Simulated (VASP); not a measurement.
# RbSr (Fm-3m) in VASP: notebook

Runs on RbSr. Level: PBE. Tasks: single point.

All numbers are computed with VASP 6.6.1; they aren't measurements. Logs are shortened: lines on timing, memory, paths and dates and some standing lists are left out, and cuts for length are marked.

## 1. The cell of the first run

It takes space group Fm-3m (No. 225, cubic). The conventional cell has a = 7.052 Å, b = 7.052 Å, c = 7.052 Å, α = 90.00°, β = 90.00°, γ = 90.00°. Within 4.6 Å of Rb (site symmetry m-3m) lie 6 Sr at 3.53 Å. Within 4.6 Å of Sr (site symmetry m-3m) lie 6 Rb at 3.53 Å.

The cell was generated, and may not be a known phase.

## 2. Single point, PBE

INCAR reads:

```
SYSTEM = RbSr
  ALGO = Normal
  EDIFF = 1E-6
  ENCUT = 520
  GGA = PE
  ISIF = 2
  ISMEAR = 0
  LASPH = .True.
  LCHARG = .False.
  LREAL = .False.
  LWAVE = .False.
  NBANDS = 16
  NELM = 80
  PREC = Accurate
  SIGMA = 0.1
```

KPOINTS reads:

```
k-points
0
Gamma
  4 4 4
  0 0 0
```

POSCAR reads:

```
RbSr
1.0
    0.0000000000      3.5259073600      3.5259073600
    3.5259073600      0.0000000000      3.5259073600
    3.5259073600      3.5259073600      0.0000000000
Rb Sr
1 1
Direct
    0.0000000000      0.0000000000      0.0000000000
    0.5000000000      0.5000000000      0.5000000000
```

Potentials or basis: VASP PAW PBE potentials, release 64 (Rb_sv, Sr_sv).

Launch:

```
$ cat potpaw_PBE.64/Rb_sv/POTCAR potpaw_PBE.64/Sr_sv/POTCAR > POTCAR
$ mpirun -np 1 vasp_std > vasp.out
```

OUTCAR:

```text
SYSTEM = RbSr
   EDIFF = 1E-6
   ENCUT = 520
   GGA = PE
   ISIF = 2
   ISMEAR = 0
   LASPH = .True.
   LREAL = .False.
   NELM = 80
   PREC = Accurate

 ion  position               nearest neighbor table
   1  0.000  0.000  0.000-   2 3.53   2 3.53   2 3.53   2 3.53   2 3.53   2 3.53
   2  0.500  0.500  0.500-   1 3.53   1 3.53   1 3.53   1 3.53   1 3.53   1 3.53

  LATTYP: Found a face centered cubic cell.
 ALAT       =     7.0518147200

  Lattice vectors:

 A1 = (   0.0000000000,   3.5259073600,   3.5259073600)
 A2 = (   3.5259073600,   0.0000000000,   3.5259073600)
 A3 = (   3.5259073600,   3.5259073600,   0.0000000000)

Analysis of symmetry for initial positions (statically):
=====================================================================
 Subroutine PRICEL returns:
 Original cell was already a primitive cell.

 Routine SETGRP: Setting up the symmetry group for a
 face centered cubic supercell.

 Subroutine GETGRP returns: Found 48 space group operations
 (whereof 48 operations were pure point group operations)
 out of a pool of 48 trial point group operations.

The static configuration has the point symmetry O_h .

Analysis of symmetry for dynamics (positions and initial velocities):
=====================================================================
 Subroutine PRICEL returns:
 Original cell was already a primitive cell.

 Routine SETGRP: Setting up the symmetry group for a
 face centered cubic supercell.

 Subroutine GETGRP returns: Found 48 space group operations
 (whereof 48 operations were pure point group operations)
 out of a pool of 48 trial point group operations.

The dynamic configuration has the point symmetry O_h .

 Subroutine INISYM returns: Found 48 space group operations
 (whereof 48 operations are pure point group operations),
 and found     1 'primitive' translations

----------------------------------------------------------------------------------------

                                     Primitive cell

  volume of cell :      87.6683

  direct lattice vectors                    reciprocal lattice vectors
     0.000000000  3.525907360  3.525907360    -0.141807469  0.141807469  0.141807469
     3.525907360  0.000000000  3.525907360     0.141807469 -0.141807469  0.141807469
     3.525907360  3.525907360  0.000000000     0.141807469  0.141807469 -0.141807469

  length of vectors
     4.986386008  4.986386008  4.986386008     0.245617742  0.245617742  0.245617742

  position of ions in fractional coordinates (direct lattice)
     0.000000000  0.000000000  0.000000000
     0.500000000  0.500000000  0.500000000

  ion indices of the primitive-cell ions
   primitive index   ion index
                 1           1
                 2           2

----------------------------------------------------------------------------------------

 KPOINTS: k-points

Automatic generation of k-mesh.
 Grid dimensions read from file:
 generate k-points for:    4    4    4

 Generating k-lattice:

  Cartesian coordinates                     Fractional coordinates (reciprocal lattice)
    -0.035451867  0.035451867  0.035451867     0.250000000  0.000000000  0.000000000
     0.035451867 -0.035451867  0.035451867     0.000000000  0.250000000  0.000000000
     0.035451867  0.035451867 -0.035451867     0.000000000  0.000000000  0.250000000

  Length of vectors
     0.061404435  0.061404435  0.061404435

  Shift w.r.t. Gamma in fractional coordinates (k-lattice)
     0.000000000  0.000000000  0.000000000

 Subroutine IBZKPT returns following result:
 ===========================================

 Found      8 irreducible k-points:

 Following reciprocal coordinates:
            Coordinates               Weight
  0.000000  0.000000  0.000000      1.000000
  0.250000  0.000000  0.000000      8.000000
  0.500000  0.000000  0.000000      4.000000
  0.250000  0.250000  0.000000      6.000000
  0.500000  0.250000  0.000000     24.000000
 -0.250000  0.250000  0.000000     12.000000
  0.500000  0.500000  0.000000      3.000000
 -0.250000  0.500000  0.250000      6.000000
   k-points           NKPTS =      8   k-points in BZ     NKDIM =      8   number of bands    NBANDS=     16
   number of dos      NEDOS =    301   number of ions     NIONS =      2
   total plane-waves  NPLWV =  64000
   dimension x,y,z NGX =    40 NGY =   40 NGZ =   40
   dimension x,y,z NGXF=    80 NGYF=   80 NGZF=   80
   ions per type =               1   1
   NGX,Y,Z   is equivalent  to a cutoff of  13.34, 13.34, 13.34 a.u.
   NGXF,Y,Z  is equivalent  to a cutoff of  26.67, 26.67, 26.67 a.u.
 SYSTEM =  RbSr
   PREC   = accura    normal or accurate (medium, high low for compatibility)
   ISTART =      0    job   : 0-new  1-cont  2-samecut
   ICHARG =      2    charge: 1-file 2-atom 10-const
   ISPIN  =      1    spin polarized calculation?
   LNONCOLLINEAR =      F non collinear calculations
   LSORBIT =      F    spin-orbit coupling
   LASPH  =      T    aspherical Exc in radial PAW
   ENCUT  =  520.0 eV  38.22 Ry    6.18 a.u.   9.27  9.27  9.27*2*pi/ulx,y,z
   NELM   =     80;   NELMIN=  2; NELMDL= -5     # of ELM steps
   EDIFF  = 0.1E-05   stopping-criterion for ELM
   LREAL  =      F    real-space projection
[... 7 lines left out ...]
   TEBEG  =    0.0;   TEEND  =   0.0 temperature during run
   PSTRESS=    0.0 pullay stress
   NELECT =      19.0000    total number of electrons
   NUPDOWN=      -1.0000    fix difference up-down
   EMIN   =  10.00;   EMAX   =-10.00  energy-range for DOS
   EFERMI =   0.00;   METHOD = LEGACY
   ISMEAR =     0;   SIGMA  =   0.10  broadening in eV -4-tet -1-fermi 0-gaus
   EFERMI_NEDOS =   21; number of points for ismear=-14 and -15
   IALGO  =     38    algorithm
   IMIX   =      4    mixing-type and parameters
     AMIX     =   0.40;   BMIX     =  1.00
     AMIX_MAG =   1.60;   BMIX_MAG =  1.00
  volume/ion in A,a.u.               =      43.83       295.81
  Fermi-wavevector in a.u.,A,eV,Ry     =   0.983358  1.858278 13.156747  0.966994
  Thomas-Fermi vector in A             =   2.114510
   LORBIT       =      0    0 simple, 1 ext, 2 COOP (PROOUT), +10 PAW based schemes
   GGA     = PE    functional components
   LHFCALC =     F    Hartree Fock is set to
   AEXX    =    0.0000 exact exchange contribution
   IVDW    =     0    specifies the selected vdW correction
   LEPSILON=     F    determine dielectric tensor
   LRPA    =     F    only Hartree local field effects (RPA)
 non-spin polarized calculation
 Gauss-broadening in eV      SIGMA  =   0.10
  energy-cutoff  :      520.00
  volume of cell :       87.67
 maximum number of plane-waves:      2397
 NGX is ok and might be reduce to    40
   NGX = 19   NGY = 19   NGZ = 19

 number of electron      19.0000000 magnetization

 Free energy of the ion-electron system (eV)
  ---------------------------------------------------
  ext. energy  EPLUGINS =         0.00000000
  ---------------------------------------------------
  free energy    TOTEN  =        -1.02321547 eV

  energy without entropy =       -1.01344282  energy(sigma->0) =       -1.01832915

 E-fermi :   2.1167     XC(G=0):  -7.8523

 val. band max:        2.0438774564   @ k =   0.2500   0.2500   0.0000
 cond. band min:       2.1876036993   @ k =  -0.2500   0.5000   0.2500
 fundamental gap:      0.1437262428
 Fermi energy:         2.1166803707

 k-point     1 :       0.0000    0.0000    0.0000
  band No.  band energies     occupation
      1     -34.7527      2.00000
      2     -26.2275      2.00000
      3     -16.7587      2.00000
      4     -16.7587      2.00000
      5     -16.7587      2.00000
      6     -10.3558      2.00000
[... 8 lines left out ...]
     15       6.9538      0.00000
     16       9.4786      0.00000

 k-point     2 :       0.2500    0.0000    0.0000
  band No.  band energies     occupation
      1     -34.7516      2.00000
      2     -26.2269      2.00000
      3     -16.7696      2.00000
      4     -16.7593      2.00000
      5     -16.7593      2.00000
      6     -10.4426      2.00000
[... 8 lines left out ...]
     15       6.9584      0.00000
     16       7.6622      0.00000

 k-point     3 :       0.5000    0.0000    0.0000
  band No.  band energies     occupation
      1     -34.7506      2.00000
      2     -26.2263      2.00000
      3     -16.7805      2.00000
      4     -16.7599      2.00000
      5     -16.7599      2.00000
      6     -10.5250      2.00000
[... 8 lines left out ...]
     15       5.2914      0.00000
     16       5.5307      0.00000

 k-point     4 :       0.2500    0.2500    0.0000
  band No.  band energies     occupation
      1     -34.7513      2.00000
      2     -26.2258      2.00000
      3     -16.7693      2.00000
      4     -16.7690      2.00000
      5     -16.7690      2.00000
      6     -10.4556      2.00000
[... 8 lines left out ...]
     15       5.9854      0.00000
     16       7.4188      0.00000

 k-point     5 :       0.5000    0.2500    0.0000
  band No.  band energies     occupation
      1     -34.7504      2.00000
      2     -26.2243      2.00000
      3     -16.7897      2.00000
      4     -16.7748      2.00000
      5     -16.7697      2.00000
      6     -10.4695      2.00000
[... 8 lines left out ...]
     15       5.3359      0.00000
     16       5.9130      0.00000

 k-point     6 :      -0.2500    0.2500    0.0000
  band No.  band energies     occupation
      1     -34.7507      2.00000
      2     -26.2254      2.00000
      3     -16.7814      2.00000
      4     -16.7738      2.00000
      5     -16.7601      2.00000
      6     -10.4871      2.00000
[... 8 lines left out ...]
     15       5.3531      0.00000
     16       6.2059      0.00000

 k-point     7 :       0.5000    0.5000    0.0000
  band No.  band energies     occupation
      1     -34.7501      2.00000
      2     -26.2224      2.00000
      3     -16.8090      2.00000
      4     -16.7794      2.00000
      5     -16.7794      2.00000
      6     -10.4436      2.00000
[... 8 lines left out ...]
     15       5.6449      0.00000
     16       6.2066      0.00000

 k-point     8 :      -0.2500    0.5000    0.2500
  band No.  band energies     occupation
      1     -34.7501      2.00000
      2     -26.2233      2.00000
      3     -16.7941      2.00000
      4     -16.7941      2.00000
      5     -16.7649      2.00000
      6     -10.4423      2.00000
[... 8 lines left out ...]
     15       5.6697      0.00000
     16       5.8736      0.00000

------------------------ aborting loop because EDIFF is reached ----------------------------------------

  FORCE on cell =-STRESS in cart. coord.  units (eV):
  Direction    XX          YY          ZZ          XY          YZ          ZX
  --------------------------------------------------------------------------------------
  -------------------------------------------------------------------------------------
  Total        2.6345226      2.6345226      2.6345226     -0.0000000     -0.0000000      0.0000000
  in kB       48.1470653     48.1470653     48.1470653     -0.0000000     -0.0000000      0.0000000
  external PRESSURE =      48.1470653 kB  Pullay stress =       0.0000000 kB

 VOLUME and BASIS-vectors are now :
 -----------------------------------------------------------------------------
  energy-cutoff  :      520.00
  volume of cell :       87.67
      direct lattice vectors                 reciprocal lattice vectors
     0.000000000  3.525907360  3.525907360    -0.141807469  0.141807469  0.141807469
     3.525907360  0.000000000  3.525907360     0.141807469 -0.141807469  0.141807469
     3.525907360  3.525907360  0.000000000     0.141807469  0.141807469 -0.141807469

 POSITION                                       TOTAL-FORCE (eV/Angst)
 -----------------------------------------------------------------------------------
      0.00000      0.00000      0.00000         0.000000     -0.000000      0.000000
      3.52591      3.52591      3.52591        -0.000000      0.000000     -0.000000
 -----------------------------------------------------------------------------------
    total drift:                                0.000000     -0.000000      0.000000

  FREE ENERGIE OF THE ION-ELECTRON SYSTEM (eV)
  ---------------------------------------------------
  free  energy   TOTEN  =        -1.0232154708 eV

  energy  without entropy=       -1.0134428245  energy(sigma->0) =       -1.01832915
```

It took 23 s on 1 thread of Intel Xeon 8259CL, shared host; peak memory 0.23 GiB.

What came out:

| Quantity | Value |
| --- | --- |
| Free energy | -1.0232 eV |
| Pressure | 4.8 GPa |
| Band gap on the k mesh | zero (an odd number of electrons rules out a gap without spin polarisation) |

Caveat: the k points lie up to 0.39 Å⁻¹ apart, too coarse for converged energies and pressures of a metal.

(Continued in part 2 of 2.)

The gap in the log of VASP goes by the Fermi energy; the results here count the filled bands.